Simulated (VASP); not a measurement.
# C (Fmmm) in VASP: a series of runs

Runs on C. Level: LDA. Tasks: single point.

Program: VASP 6.6.1. These are calculated values, not measurements. Logs are shortened: lines on timing, memory, paths and dates and some standing lists are left out, and cuts for length are marked.

## 1. The cell of the first run

It takes space group Fmmm (No. 69, orthorhombic). Conventional cell: a = 2.456 Å, b = 4.254 Å, c = 6.696 Å, α = 90.00°, β = 90.00°, γ = 90.00°. Within 1.9 Å of C (site symmetry m2m) lie 3 C at 1.42 Å.

## 2. Single point, LDA

INCAR reads:

```
SYSTEM = C
  PREC = Accurate
  ENCUT = 520
  EDIFF = 1E-6
  ISMEAR = 1
  SIGMA = 0.5
  LREAL = .FALSE.
  LASPH = .TRUE.
  NELM = 60
  ALGO = Normal
  ISIF = 2
  LWAVE = .FALSE.
  LCHARG = .FALSE.
  GGA = CA
  NBANDS = 11
```

KPOINTS reads:

```
Automatic mesh
0
G
  16 16 16
  0 0 0
```

POSCAR reads:

```
C
1.0
    0.0000000000      2.1270000000      3.3480000000
    1.2280000000      0.0000000000      3.3480000000
    1.2280000000      2.1270000000      0.0000000000
C
2
Direct
    0.1666666667      0.8333333333      0.1666666667
    0.8333333333      0.1666666667      0.8333333333
```

Potentials or basis: VASP PAW LDA potentials, release 64 (C).

Command:

```
$ cat potpaw_LDA.64/C/POTCAR > POTCAR
$ mpirun -np 1 vasp_std > vasp.out
```

OUTCAR:

```text
SYSTEM = C
   PREC = Accurate
   ENCUT = 520
   EDIFF = 1E-6
   ISMEAR = 1
   LREAL = .FALSE.
   LASPH = .TRUE.
   NELM = 60
   ISIF = 2
   GGA = CA

 ion  position               nearest neighbor table
   1  0.167  0.833  0.167-   2 1.42   2 1.42   2 1.42
   2  0.833  0.167  0.833-   1 1.42   1 1.42   1 1.42

  LATTYP: Found a face centered orthorhombic cell.
 ALAT       =     2.4560000000
 B/A-ratio  =     1.7320846906
 C/A-ratio  =     2.7263843648

  Lattice vectors:

 A1 = (   0.0000000000,   2.1270000000,   3.3480000000)
 A2 = (   1.2280000000,   0.0000000000,   3.3480000000)
 A3 = (   1.2280000000,   2.1270000000,   0.0000000000)

Analysis of symmetry for initial positions (statically):
=====================================================================
 Subroutine PRICEL returns:
 Original cell was already a primitive cell.

 Routine SETGRP: Setting up the symmetry group for a
 face centered orthorhombic supercell.

 Subroutine GETGRP returns: Found  8 space group operations
 (whereof  8 operations were pure point group operations)
 out of a pool of  8 trial point group operations.

The static configuration has the point symmetry D_2h.

Analysis of symmetry for dynamics (positions and initial velocities):
=====================================================================
 Subroutine PRICEL returns:
 Original cell was already a primitive cell.

 Routine SETGRP: Setting up the symmetry group for a
 face centered orthorhombic supercell.

 Subroutine GETGRP returns: Found  8 space group operations
 (whereof  8 operations were pure point group operations)
 out of a pool of  8 trial point group operations.

The dynamic configuration has the point symmetry D_2h.

 Subroutine INISYM returns: Found  8 space group operations
 (whereof  8 operations are pure point group operations),
 and found     1 'primitive' translations

----------------------------------------------------------------------------------------

                                     Primitive cell

  volume of cell :      17.4897

  direct lattice vectors                    reciprocal lattice vectors
     0.000000000  2.127000000  3.348000000    -0.407166124  0.235072873  0.149342891
     1.228000000  0.000000000  3.348000000     0.407166124 -0.235072873  0.149342891
     1.228000000  2.127000000  0.000000000     0.407166124  0.235072873 -0.149342891

  length of vectors
     3.966513961  3.566102635  2.456036034     0.493301943  0.493301943  0.493301943

  position of ions in fractional coordinates (direct lattice)
     0.166666667  0.833333333  0.166666667
     0.833333333  0.166666667  0.833333333

  ion indices of the primitive-cell ions
   primitive index   ion index
                 1           1
                 2           2

----------------------------------------------------------------------------------------

 KPOINTS: Automatic mesh

Automatic generation of k-mesh.
 Grid dimensions read from file:
 generate k-points for:   16   16   16

 Generating k-lattice:

  Cartesian coordinates                     Fractional coordinates (reciprocal lattice)
    -0.025447883  0.014692055  0.009333931     0.062500000  0.000000000  0.000000000
     0.025447883 -0.014692055  0.009333931     0.000000000  0.062500000  0.000000000
     0.025447883  0.014692055 -0.009333931     0.000000000  0.000000000  0.062500000

  Length of vectors
     0.030831371  0.030831371  0.030831371

  Shift w.r.t. Gamma in fractional coordinates (k-lattice)
     0.000000000  0.000000000  0.000000000

 Subroutine IBZKPT returns following result:
 ===========================================

 Found    621 irreducible k-points:

 Following reciprocal coordinates:
            Coordinates               Weight
  0.000000  0.000000  0.000000      1.000000
  0.062500  0.000000  0.000000      8.000000
  0.125000  0.000000  0.000000      8.000000
  0.187500  0.000000 -0.000000      8.000000
  0.250000  0.000000  0.000000      8.000000
  0.312500  0.000000  0.000000      8.000000
[... 16 lines left out ...]
 -0.125000  0.062500  0.000000      8.000000
 -0.062500  0.062500  0.000000      4.000000
 [... further k-points ...]
   k-points           NKPTS =    621   k-points in BZ     NKDIM =    621   number of bands    NBANDS=     11
   number of dos      NEDOS =    301   number of ions     NIONS =      2
   total plane-waves  NPLWV =  15120
   dimension x,y,z NGX =    30 NGY =   28 NGZ =   18
   dimension x,y,z NGXF=    60 NGYF=   56 NGZF=   36
   ions per type =               2
   NGX,Y,Z   is equivalent  to a cutoff of  12.57, 13.05, 12.18 a.u.
   NGXF,Y,Z  is equivalent  to a cutoff of  25.15, 26.11, 24.37 a.u.
 SYSTEM =  C
   PREC   = accura    normal or accurate (medium, high low for compatibility)
   ISTART =      0    job   : 0-new  1-cont  2-samecut
   ICHARG =      2    charge: 1-file 2-atom 10-const
   ISPIN  =      1    spin polarized calculation?
   LNONCOLLINEAR =      F non collinear calculations
   LSORBIT =      F    spin-orbit coupling
   LASPH  =      T    aspherical Exc in radial PAW
   ENCUT  =  520.0 eV  38.22 Ry    6.18 a.u.   7.38  6.63  4.57*2*pi/ulx,y,z
   NELM   =     60;   NELMIN=  2; NELMDL= -5     # of ELM steps
   EDIFF  = 0.1E-05   stopping-criterion for ELM
   LREAL  =      F    real-space projection
   EDIFFG = 0.1E-04   stopping-criterion for IOM
   NSW    =      0    number of steps for IOM
   IBRION =     -1    ionic relax: 0-MD 1-quasi-New 2-CG
   NFREE  =      0    steps in history (QN), initial steepest desc. (CG)
   ISIF   =      2    stress and relaxation
   ISYM   =      2    0-nonsym 1-usesym 2-fastsym
   POTIM  = 0.5000    time-step for ionic-motion
   TEBEG  =    0.0;   TEEND  =   0.0 temperature during run
   PSTRESS=    0.0 pullay stress
   NELECT =       8.0000    total number of electrons
   NUPDOWN=      -1.0000    fix difference up-down
   EMIN   =  10.00;   EMAX   =-10.00  energy-range for DOS
   EFERMI =   0.00;   METHOD = LEGACY
   ISMEAR =     1;   SIGMA  =   0.50  broadening in eV -4-tet -1-fermi 0-gaus
   EFERMI_NEDOS =   21; number of points for ismear=-14 and -15
   IALGO  =     38    algorithm
   IMIX   =      4    mixing-type and parameters
     AMIX     =   0.40;   BMIX     =  1.00
     AMIX_MAG =   1.60;   BMIX_MAG =  1.00
  volume/ion in A,a.u.               =       8.74        59.01
  Fermi-wavevector in a.u.,A,eV,Ry     =   1.261376  2.383654 21.647797  1.591068
  Thomas-Fermi vector in A             =   2.394838
   LORBIT       =      0    0 simple, 1 ext, 2 COOP (PROOUT), +10 PAW based schemes
   GGA     = CA    functional components
   LHFCALC =     F    Hartree Fock is set to
   AEXX    =    0.0000 exact exchange contribution
   IVDW    =     0    specifies the selected vdW correction
   LEPSILON=     F    determine dielectric tensor
   LRPA    =     F    only Hartree local field effects (RPA)
 non-spin polarized calculation
 Methfessel and Paxton  Order N= 1 SIGMA  =   0.50
  energy-cutoff  :      520.00
  volume of cell :       17.49
 maximum number of plane-waves:       499
 NGX is ok and might be reduce to    30
   NGX = 15   NGY = 13   NGZ =  9

 number of electron       8.0000000 magnetization

 Free energy of the ion-electron system (eV)
  ---------------------------------------------------
  ext. energy  EPLUGINS =         0.00000000
  ---------------------------------------------------
  free energy    TOTEN  =       -20.21844960 eV

  energy without entropy =      -20.22087801  energy(sigma->0) =      -20.21925907

 E-fermi :   4.6937     XC(G=0): -10.7879

 val. band max:        4.6580667867   @ k =  -0.0625   0.2500   0.3125
 cond. band min:       4.7907644421   @ k =  -0.1250   0.1875   0.3125
 fundamental gap:      0.1326976554
 Fermi energy:         4.6937354757

 k-point     1 :       0.0000    0.0000    0.0000
  band No.  band energies     occupation
      1     -14.8831      2.00000
      2      -1.9548      2.00000
      3       1.6401      2.00000
      4       1.6664      2.00000
      5       8.5003     -0.00000
      6      12.9955     -0.00000
      7      13.0691     -0.00000
      8      16.0670      0.00000
      9      17.8112      0.00000
     10      27.0893      0.00000
     11      29.9218      0.00000

 k-point     2 :       0.0625    0.0000    0.0000
  band No.  band energies     occupation
      1     -14.7867      2.00000
      2      -1.8729      2.00000
      3       1.2963      2.00000
      4       1.4492      2.00000
      5       8.6629     -0.00000
      6      13.0956     -0.00000
      7      13.4178     -0.00000
      8      15.7249      0.00000
      9      17.9689      0.00000
     10      27.3940      0.00000
     11      29.0054      0.00000

 k-point     3 :       0.1250    0.0000    0.0000
  band No.  band energies     occupation
      1     -14.4987      2.00000
      2      -1.6261      2.00000
      3       0.3156      2.00000
      4       0.9369      2.00000
      5       9.1470     -0.00000
      6      13.1450     -0.00000
      7      14.5222     -0.00000
      8      14.7698      0.00000
      9      18.4781      0.00000
     10      26.9482      0.00000
     11      28.2503      0.00000

 k-point     4 :       0.1875    0.0000   -0.0000
  band No.  band energies     occupation
      1     -14.0215      2.00000
      2      -1.2116      2.00000
      3      -1.0639      2.00000
      4       0.2794      2.00000
      5       9.9373     -0.00000
      6      13.0677     -0.00000
      7      13.3609     -0.00000
      8      16.1558      0.00000
      9      19.3339      0.00000
     10      24.9999      0.00000
     11      29.0636      0.00000

 k-point     5 :       0.2500    0.0000    0.0000
  band No.  band energies     occupation
      1     -13.3596      2.00000
      2      -2.6449      2.00000
      3      -0.6292      2.00000
      4      -0.3820      2.00000
      5      10.9538     -0.00000
      6      11.7403     -0.00000
      7      12.8933     -0.00000
      8      18.1211      0.00000
      9      20.3664      0.00000
     10      23.4262      0.00000
     11      28.2406      0.00000
[... 211 lines left out ...]
 k-point    21 :      -0.2500    0.0625    0.0000
  band No.  band energies     occupation
      1     -12.5566      2.00000
      2      -4.2731      2.00000
      3      -0.9580      2.00000
      4       0.3974      2.00000
      5       9.7798     -0.00000
      6      11.7050     -0.00000
      7      12.6976     -0.00000
      8      20.2450      0.00000
      9      21.2873      0.00000
     10      22.2783      0.00000
     11      27.4192      0.00000

 k-point    22 :      -0.1875    0.0625    0.0000
  band No.  band energies     occupation
      1     -13.3900      2.00000
      2      -2.6331      2.00000
      3      -0.3864      2.00000
      4      -0.3775      2.00000
      5      10.4817     -0.00000
      6      11.6179     -0.00000
      7      12.8874     -0.00000
      8      18.1212      0.00000
      9      20.4800      0.00000
     10      23.2295      0.00000
     11      28.3064      0.00000

 k-point    23 :      -0.1250    0.0625    0.0000
  band No.  band energies     occupation
      1     -14.0431      2.00000
      2      -1.0580      2.00000
      3      -1.0292      2.00000
      4       0.2794      2.00000
      5       9.5672     -0.00000
      6      13.0708     -0.00000
      7      13.3194     -0.00000
      8      16.1556      0.00000
      9      19.3687      0.00000
     10      24.9079      0.00000
     11      29.2544      0.00000

 k-point    24 :      -0.0625    0.0625    0.0000
  band No.  band energies     occupation
      1     -14.5100      2.00000
      2      -1.5290      2.00000
      3       0.3176      2.00000
      4       0.9369      2.00000
      5       8.9528     -0.00000
      6      13.1468     -0.00000
      7      14.5256     -0.00000
      8      14.7549      0.00000
      9      18.4882      0.00000
     10      26.9450      0.00000
     11      28.2396      0.00000

 [... further k-points ...]

------------------------ aborting loop because EDIFF is reached ----------------------------------------

  FORCE on cell =-STRESS in cart. coord.  units (eV):
  Direction    XX          YY          ZZ          XY          YZ          ZX
  --------------------------------------------------------------------------------------
  -------------------------------------------------------------------------------------
  Total       -0.4738933     -0.5283593      0.0089987      0.0000000      0.0000000      0.0000000
  in kB      -43.4120031    -48.4014837      0.8243475      0.0000000      0.0000000      0.0000000
  external PRESSURE =     -30.3297131 kB  Pullay stress =       0.0000000 kB

 VOLUME and BASIS-vectors are now :
 -----------------------------------------------------------------------------
  energy-cutoff  :      520.00
  volume of cell :       17.49
      direct lattice vectors                 reciprocal lattice vectors
     0.000000000  2.127000000  3.348000000    -0.407166124  0.235072873  0.149342891
     1.228000000  0.000000000  3.348000000     0.407166124 -0.235072873  0.149342891
     1.228000000  2.127000000  0.000000000     0.407166124  0.235072873 -0.149342891

 POSITION                                       TOTAL-FORCE (eV/Angst)
 -----------------------------------------------------------------------------------
      1.22800      0.70900      3.34800         0.000000      0.008596      0.000000
      1.22800      3.54500      3.34800         0.000000     -0.008596      0.000000
 -----------------------------------------------------------------------------------
    total drift:                               -0.000000     -0.000000     -0.000000

  FREE ENERGIE OF THE ION-ELECTRON SYSTEM (eV)
  ---------------------------------------------------
  free  energy   TOTEN  =       -20.2184496003 eV

  energy  without entropy=      -20.2208780071  energy(sigma->0) =      -20.21925907
```

It took 1.8 min on 1 thread of Intel Xeon Platinum 8259CL at 2.50GHz (Skylake/Cascade Lake), shared host; peak memory 0.2 GiB.

Results:

```
Free energy   : -20.2184 eV
Pressure      : -3.0 GPa
Largest force : 0.009 eV/Å
```

Forces in eV/Å, atoms in the order of the input:
```
C    0.000  0.009  0.000
C    0.000 -0.009  0.000
```

Stress tensor (GPa, compression positive):
```
-4.34  0.00  0.00
 0.00 -4.84  0.00
 0.00  0.00  0.08
```

Caveat: the cell stands under tension.

(Part 1 of 2 ends here.)
